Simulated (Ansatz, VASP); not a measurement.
# ZnO in VASP and in Ansatz

```xyz
2
Lattice="2.6462 0.0000 0.0000 0.0000 2.6462 0.0000 0.0000 0.0000 2.6462" Properties=species:S:1:pos:R:3 pbc="T T T"
Zn    0.0000    0.0000    0.0000
O     1.3231    1.3231    1.3231
```

Alike in both runs: task single point; functional PBE-based screened hybrid; k mesh 4 × 4 × 4; occupations fermi-dirac, width 0.02 eV; no spin polarisation.

|  | VASP | Ansatz |
| --- | --- | --- |
| version | VASP 6.6.1 | Ansatz 0.2.0 |
| potentials or method | VASP PAW PBE potentials, release 64 (Zn, O) | plane waves |
| plane-wave cutoff (eV) | 520 | 420 |
| valence electrons in the cell | 18 | 18 |

Ansatz gave:

* pressure (GPa): 7.9

Which values does VASP return?

Pressure (GPa): 8.8.

VASP's potentials were made for PBE, not for PBE-based screened hybrid. Ansatz's warnings: filled band counts differ across k points, stress exchange threshold loose, stress scf threshold loose.

The k mesh is coarse, so the values compare programs but aren't converged.
